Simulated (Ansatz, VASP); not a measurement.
SbPt: VASP beside Ansatz

```
Sb Pt
1.0
     4.13000    0.00000    0.00000
    -2.06500    3.57668    0.00000
     0.00000    0.00000    5.47200
Sb Pt
2 2
Direct
  0.33333 0.66667 0.25000
  0.66667 0.33333 0.75000
  0.00000 0.00000 0.00000
  0.00000 0.00000 0.50000
```

Alike in both runs: task electric field gradients; functional LDA; k mesh 11 × 11 × 8; occupations fermi-dirac, width 0.08 eV; no spin polarisation.

|  | VASP | Ansatz |
| --- | --- | --- |
| version | VASP 6.6.1 | Ansatz 0.2.0 |
| potentials or method | VASP PAW LDA potentials, release 64 (Sb, Pt) | PAW with Ansatz's default frozen-core files, scalar-relativistic |
| plane-wave cutoff (eV) | 520 | 420 |
| valence electrons in the cell | 30 | 66 |

Ansatz gave:

- pressure (GPa): -0.1
- traceless stress, the component that is largest in VASP (GPa): -0.91
- size of Vzz on the site where it differs most (V/Å²): 55.6

**Question.** Which values does VASP return?

**Answer.** Pressure (GPa): 0.2; traceless stress, the component that is largest in VASP (GPa): -0.79; size of Vzz on the site where it differs most (V/Å²): 121.5.

LDA's correlation is that of Perdew and Zunger in VASP and of Perdew and Wang (1992) in Ansatz. VASP's potentials hold 30 valence electrons a cell and Ansatz's 66, so a difference there can come from the potentials and not from the codes.

Spin-orbit coupling is off throughout.
